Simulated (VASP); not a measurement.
# H8CO6 in VASP: notebook

Runs on H8CO6. Level: r2SCAN. Tasks: single point.

All numbers are computed with VASP 6.6.1; they aren't measurements. Logs are shortened: lines on timing, memory, paths and dates and some standing lists are left out, and cuts for length are marked.

## (1) The cell of the first run

The cell holds a disordered packing, 15 atoms: a = 5.511 Å, b = 5.511 Å, c = 5.511 Å, α = 90.00°, β = 90.00°, γ = 90.00°.

## (2) Single point, r2SCAN

File POSCAR:

```
H8CO6
1.0
    5.5112720000      0.0000000000      0.0000000000
    0.0000000000      5.5112720000      0.0000000000
    0.0000000000      0.0000000000      5.5112720000
O H C
6 8 1
Direct
    0.0853566576      0.7405989736      0.7780298619
    0.4463040581      0.5377600919      0.0956801473
    0.5751003778      0.9797884395      0.8425839269
    0.7839577128      0.4366695053      0.4914651936
    0.1326984353      0.0107099541      0.2975104267
   -0.0135871067      0.2645327600     -0.0046449628
   -0.0002321941      0.6431697974      0.6573676097
    0.2060501204      0.8328545508      0.6900616780
    0.2913540164      0.5729686920      0.0168086507
    0.5071089282      0.3950785580      0.0133429311
    0.7407181344      0.9468070702      0.7925753102
    0.5410210322      0.8398107095      0.9457164833
    0.7192258397      0.3340016596      0.6181767776
    0.6453061564      0.4869890954      0.3938327888
    0.0585458316      0.1377029427      0.1473263769
```

File INCAR.step1:

```
SYSTEM = H8CO6
ALGO     = Normal         ! electronic algorithm
EDIFF    = 1E-4           ! SCF threshold, eV
ENCUT    = 520            ! plane-wave cutoff, eV
GGA      = PE             ! functional
ISMEAR   = -1             ! smearing method
LASPH    = .TRUE.         ! aspherical terms in the spheres
LCHARG   = .FALSE.        ! write CHGCAR
LREAL    = Auto         
LWAVE    = .TRUE.         ! write WAVECAR
NBANDS   = 37             ! bands
NELM     = 100            ! most SCF steps
PREC     = Accurate       ! precision mode
SIGMA    = 0.05           ! smearing width, eV
```

File INCAR.step2:

```
SYSTEM = H8CO6
ALGO     = Normal         ! electronic algorithm
EDIFF    = 1E-6           ! SCF threshold, eV
ENCUT    = 520            ! plane-wave cutoff, eV
ISIF     = 2              ! what is computed and relaxed
ISMEAR   = -1             ! smearing method
ISTART   = 1            
LASPH    = .TRUE.         ! aspherical terms in the spheres
LCHARG   = .FALSE.        ! write CHGCAR
LMIXTAU  = .TRUE.       
LREAL    = Auto         
LWAVE    = .FALSE.        ! write WAVECAR
METAGGA  = R2SCAN         ! meta-GGA
NBANDS   = 37             ! bands
NELM     = 100            ! most SCF steps
PREC     = Accurate       ! precision mode
SIGMA    = 0.05           ! smearing width, eV
```

File KPOINTS:

```
k-points
0
G
  1 1 1
  0 0 0
```

Potentials or basis: VASP PAW PBE potentials, release 64 (O, H, C).

Run with:

```
$ cat potpaw_PBE.64/O/POTCAR potpaw_PBE.64/H/POTCAR potpaw_PBE.64/C/POTCAR > POTCAR
$ cp INCAR.step1 INCAR
$ mpirun -np 1 vasp_gam > vasp.out
$ cp INCAR.step2 INCAR
$ mpirun -np 1 vasp_gam > vasp.out
```

OUTCAR:

```text
SYSTEM = H8CO6
   EDIFF = 1E-6
   ENCUT = 520
   ISIF = 2
   ISMEAR = -1
   ISTART = 1
   LASPH = .TRUE.
   LREAL = Auto
   METAGGA = R2SCAN
   NELM = 100
   PREC = Accurate

 ion  position               nearest neighbor table
   1  0.085  0.741  0.778-   8 0.97   7 0.98
   2  0.446  0.538  0.096-  10 0.97   9 0.98
   3  0.575  0.980  0.843-  11 0.97  12 0.98
   4  0.784  0.437  0.491-  13 0.97  14 0.97
   5  0.133  0.011  0.298-  15 1.16
   6  0.986  0.265  0.995-  15 1.16
   7  1.000  0.643  0.657-   1 0.98
   8  0.206  0.833  0.690-   1 0.97
   9  0.291  0.573  0.017-   2 0.98
  10  0.507  0.395  0.013-   2 0.97
  11  0.741  0.947  0.793-   3 0.97
  12  0.541  0.840  0.946-   3 0.98
  13  0.719  0.334  0.618-   4 0.97
  14  0.645  0.487  0.394-   4 0.97
  15  0.059  0.138  0.147-   5 1.16   6 1.16

  LATTYP: Found a simple cubic cell.
 ALAT       =     5.5112720000

  Lattice vectors:

 A1 = (   5.5112720000,   0.0000000000,   0.0000000000)
 A2 = (   0.0000000000,   5.5112720000,   0.0000000000)
 A3 = (   0.0000000000,   0.0000000000,   5.5112720000)

Analysis of symmetry for initial positions (statically):
=====================================================================
 Subroutine PRICEL returns:
 Original cell was already a primitive cell.

 Routine SETGRP: Setting up the symmetry group for a
 simple cubic supercell.

 Subroutine GETGRP returns: Found  1 space group operations
 (whereof  1 operations were pure point group operations)
 out of a pool of 48 trial point group operations.

The static configuration has the point symmetry C_1 .

Analysis of symmetry for dynamics (positions and initial velocities):
=====================================================================
 Subroutine PRICEL returns:
 Original cell was already a primitive cell.

 Routine SETGRP: Setting up the symmetry group for a
 simple cubic supercell.

 Subroutine GETGRP returns: Found  1 space group operations
 (whereof  1 operations were pure point group operations)
 out of a pool of 48 trial point group operations.

The dynamic configuration has the point symmetry C_1 .

 Subroutine INISYM returns: Found  1 space group operations
 (whereof  1 operations are pure point group operations),
 and found     1 'primitive' translations

----------------------------------------------------------------------------------------

                                     Primitive cell

  volume of cell :     167.4000

  direct lattice vectors                    reciprocal lattice vectors
     5.511272000  0.000000000  0.000000000     0.181446316  0.000000000  0.000000000
     0.000000000  5.511272000  0.000000000     0.000000000  0.181446316  0.000000000
     0.000000000  0.000000000  5.511272000     0.000000000  0.000000000  0.181446316

  length of vectors
     5.511272000  5.511272000  5.511272000     0.181446316  0.181446316  0.181446316

  position of ions in fractional coordinates (direct lattice)
     0.085356658  0.740598974  0.778029862
     0.446304058  0.537760092  0.095680147
     0.575100378  0.979788439  0.842583927
     0.783957713  0.436669505  0.491465194
     0.132698435  0.010709954  0.297510427
     0.986412893  0.264532760  0.995355037
     0.999767806  0.643169797  0.657367610
     0.206050120  0.832854551  0.690061678
     0.291354016  0.572968692  0.016808651
     0.507108928  0.395078558  0.013342931
     0.740718134  0.946807070  0.792575310
     0.541021032  0.839810710  0.945716483
     0.719225840  0.334001660  0.618176778
     0.645306156  0.486989095  0.393832789
     0.058545832  0.137702943  0.147326377

  ion indices of the primitive-cell ions
   primitive index   ion index
                 1           1
                 2           2
                 3           3
                 4           4
                 5           5
                 6           6
                 7           7
                 8           8
                 9           9
                10          10
                11          11
                12          12
                13          13
                14          14
                15          15

----------------------------------------------------------------------------------------

 KPOINTS: k-points

Automatic generation of k-mesh.
 Grid dimensions read from file:
 generate k-points for:    1    1    1

 Generating k-lattice:

  Cartesian coordinates                     Fractional coordinates (reciprocal lattice)
     0.181446316  0.000000000  0.000000000     1.000000000  0.000000000  0.000000000
     0.000000000  0.181446316  0.000000000     0.000000000  1.000000000  0.000000000
     0.000000000  0.000000000  0.181446316     0.000000000  0.000000000  1.000000000

  Length of vectors
     0.181446316  0.181446316  0.181446316

  Shift w.r.t. Gamma in fractional coordinates (k-lattice)
     0.000000000  0.000000000  0.000000000

 Subroutine IBZKPT returns following result:
 ===========================================

 Found      1 irreducible k-points:

 Following reciprocal coordinates:
            Coordinates               Weight
  0.000000  0.000000  0.000000      1.000000
   k-points           NKPTS =      1   k-points in BZ     NKDIM =      1   number of bands    NBANDS=     37
   number of dos      NEDOS =    301   number of ions     NIONS =     15
   total plane-waves  NPLWV =  74088
   dimension x,y,z NGX =    42 NGY =   42 NGZ =   42
   dimension x,y,z NGXF=    84 NGYF=   84 NGZF=   84
   ions per type =               6   8   1
   NGX,Y,Z   is equivalent  to a cutoff of  12.67, 12.67, 12.67 a.u.
   NGXF,Y,Z  is equivalent  to a cutoff of  25.34, 25.34, 25.34 a.u.
 SYSTEM =  H8CO6
   PREC   = accura    normal or accurate (medium, high low for compatibility)
   ISTART =      1    job   : 0-new  1-cont  2-samecut
   ICHARG =      0    charge: 1-file 2-atom 10-const
   ISPIN  =      1    spin polarized calculation?
   LNONCOLLINEAR =      F non collinear calculations
   LSORBIT =      F    spin-orbit coupling
   LASPH  =      T    aspherical Exc in radial PAW
   ENCUT  =  520.0 eV  38.22 Ry    6.18 a.u.  10.25 10.25 10.25*2*pi/ulx,y,z
   NELM   =    100;   NELMIN=  2; NELMDL=  0     # of ELM steps
   EDIFF  = 0.1E-05   stopping-criterion for ELM
   LREAL  =      T    real-space projection
   EDIFFG = 0.1E-04   stopping-criterion for IOM
   NSW    =      0    number of steps for IOM
   IBRION =     -1    ionic relax: 0-MD 1-quasi-New 2-CG
   NFREE  =      0    steps in history (QN), initial steepest desc. (CG)
   ISIF   =      2    stress and relaxation
   ISYM   =      2    0-nonsym 1-usesym 2-fastsym
   POTIM  = 0.5000    time-step for ionic-motion
   TEBEG  =    0.0;   TEEND  =   0.0 temperature during run
   PSTRESS=    0.0 pullay stress
   NELECT =      48.0000    total number of electrons
   NUPDOWN=      -1.0000    fix difference up-down
   EMIN   =  10.00;   EMAX   =-10.00  energy-range for DOS
   EFERMI =   0.00;   METHOD = LEGACY
   ISMEAR =    -1;   SIGMA  =   0.05  broadening in eV -4-tet -1-fermi 0-gaus
   EFERMI_NEDOS =   21; number of points for ismear=-14 and -15
   IALGO  =     38    algorithm
   IMIX   =      4    mixing-type and parameters
     AMIX     =   0.40;   BMIX     =  1.00
     AMIX_MAG =   1.60;   BMIX_MAG =  1.00
  volume/ion in A,a.u.               =      11.16        75.31
  Fermi-wavevector in a.u.,A,eV,Ry     =   1.079535  2.040025 15.856173  1.165396
  Thomas-Fermi vector in A             =   2.215503
   LORBIT       =      0    0 simple, 1 ext, 2 COOP (PROOUT), +10 PAW based schemes
   METAGGA = R2SCAN    functional components
   LHFCALC =     F    Hartree Fock is set to
   AEXX    =    0.0000 exact exchange contribution
   IVDW    =     0    specifies the selected vdW correction
   LEPSILON=     F    determine dielectric tensor
   LRPA    =     F    only Hartree local field effects (RPA)
 non-spin polarized calculation
  energy-cutoff  :      520.00
  volume of cell :      167.40
 maximum number of plane-waves:      2277
 NGX is ok and might be reduce to    42
   NGX = 21   NGY = 21   NGZ = 21

 number of electron      48.0000001 magnetization

 Free energy of the ion-electron system (eV)
  ---------------------------------------------------
  ext. energy  EPLUGINS =         0.00000000
  ---------------------------------------------------
  free energy    TOTEN  =       -88.73413110 eV

  energy without entropy =      -88.73413110  energy(sigma->0) =      -88.73413110

 E-fermi :  -2.8324     XC(G=0):  -7.3160

 val. band max:       -4.0462125875   @ k =   0.0000   0.0000   0.0000
 cond. band min:       1.6262835934   @ k =   0.0000   0.0000   0.0000
 fundamental gap:      5.6724961809
 Fermi energy:        -2.8323750792

 k-point     1 :       0.0000    0.0000    0.0000
  band No.  band energies     occupation
      1     -27.1894      2.00000
      2     -26.1117      2.00000
      3     -23.6235      2.00000
      4     -23.2560      2.00000
      5     -23.0774      2.00000
      6     -22.8931      2.00000
      7     -10.9416      2.00000
      8     -10.5737      2.00000
      9     -10.4330      2.00000
     10     -10.0130      2.00000
     11      -9.6868      2.00000
     12      -9.5922      2.00000
     13      -9.4889      2.00000
     14      -9.4024      2.00000
     15      -7.0039      2.00000
     16      -6.7420      2.00000
     17      -6.5232      2.00000
     18      -5.9590      2.00000
     19      -5.8244      2.00000
     20      -5.7167      2.00000
     21      -4.7247      2.00000
     22      -4.4353      2.00000
     23      -4.1960      2.00000
     24      -4.0462      2.00000
     25       1.6263      0.00000
     26       3.6065      0.00000
     27       3.7862      0.00000
     28       5.8755      0.00000
     29       6.2515      0.00000
     30       6.5849      0.00000
     31       7.0147      0.00000
     32       7.1229      0.00000
     33       7.4853      0.00000
     34       8.2908      0.00000
     35       8.9188      0.00000
     36       9.0572      0.00000
 [bands above 36 left out]

------------------------ aborting loop because EDIFF is reached ----------------------------------------

  FORCE on cell =-STRESS in cart. coord.  units (eV):
  Direction    XX          YY          ZZ          XY          YZ          ZX
  --------------------------------------------------------------------------------------
  -------------------------------------------------------------------------------------
  Total       -0.8245302     -0.2412992      0.0611344      0.3247972     -0.8611281      0.0679047
  in kB       -7.8915371     -2.3094622      0.5851139      3.1086178     -8.2418138      0.6499129
  external PRESSURE =      -3.2052951 kB  Pullay stress =       0.0000000 kB

 VOLUME and BASIS-vectors are now :
 -----------------------------------------------------------------------------
  energy-cutoff  :      520.00
  volume of cell :      167.40
      direct lattice vectors                 reciprocal lattice vectors
     5.511272000  0.000000000  0.000000000     0.181446316  0.000000000  0.000000000
     0.000000000  5.511272000  0.000000000     0.000000000  0.181446316  0.000000000
     0.000000000  0.000000000  5.511272000     0.000000000  0.000000000  0.181446316

 POSITION                                       TOTAL-FORCE (eV/Angst)
 -----------------------------------------------------------------------------------
      0.47042      4.08164      4.28793         0.079555      0.026781     -0.024573
      2.45970      2.96374      0.52732         0.022130      0.072395      0.069258
      3.16953      5.39988      4.64371         0.040817      0.023310     -0.030353
      4.32060      2.40660      2.70860        -0.092746      0.003065      0.118793
      0.73134      0.05903      1.63966         0.316747     -0.494217      0.606483
      5.43639      1.45791      5.48567        -0.243765      0.437411     -0.532069
      5.50999      3.54468      3.62293        -0.111431     -0.099311     -0.007634
      1.13560      4.59009      3.80312        -0.007375      0.001720     -0.017459
      1.60573      3.15779      0.09264        -0.096309      0.075760     -0.045540
      2.79482      2.17739      0.07354         0.092520     -0.147074     -0.052051
      4.08230      5.21811      4.36810         0.024632      0.012611     -0.010321
      2.98171      4.62843      5.21210        -0.046091      0.009428      0.041031
      3.96385      1.84077      3.40694        -0.015608     -0.001890     -0.086519
      3.55646      2.68393      2.17052         0.087720      0.021326     -0.011712
      0.32266      0.75892      0.81196        -0.050795      0.058686     -0.017334
 -----------------------------------------------------------------------------------
    total drift:                                0.004055     -0.010108      0.005553

  FREE ENERGIE OF THE ION-ELECTRON SYSTEM (eV)
  ---------------------------------------------------
  free  energy   TOTEN  =       -88.7341310979 eV

  energy  without entropy=      -88.7341310979  energy(sigma->0) =      -88.73413110
```

Wall time 1.8 min (1 thread of Intel Xeon 8259CL, shared host); peak memory 0.25 GiB.

Results:

```yaml
Free_energy: -88.7341 eV
Pressure: -0.3 GPa
Largest_force: 0.844 eV/Å
```

Forces in eV/Å, atoms in the order of the input:
```
O    0.080  0.027 -0.025
O    0.022  0.072  0.069
O    0.041  0.023 -0.030
O   -0.093  0.003  0.119
O    0.317 -0.494  0.606
O   -0.244  0.437 -0.532
H   -0.111 -0.099 -0.008
H   -0.007  0.002 -0.017
H   -0.096  0.076 -0.046
H    0.093 -0.147 -0.052
H    0.025  0.013 -0.010
H   -0.046  0.009  0.041
H   -0.016 -0.002 -0.087
H    0.088  0.021 -0.012
C   -0.051  0.059 -0.017
```

Levels at points of the mesh, in eV from the Fermi level:
```csv
k point,band 20,band 21,band 22,band 23,band 24,band 25,band 26,band 27,band 28,band 29
"(0.00, 0.00, 0.00)",-2.88,-1.89,-1.60,-1.36,-1.21,4.46,6.44,6.62,8.71,9.08
```

Caveat: the k points lie up to 1.14 Å⁻¹ apart, too coarse for converged energies, forces and pressures; the PAW data sets were made with another functional, which shifts forces and pressure a little.

(Continued in part 2 of 2.)
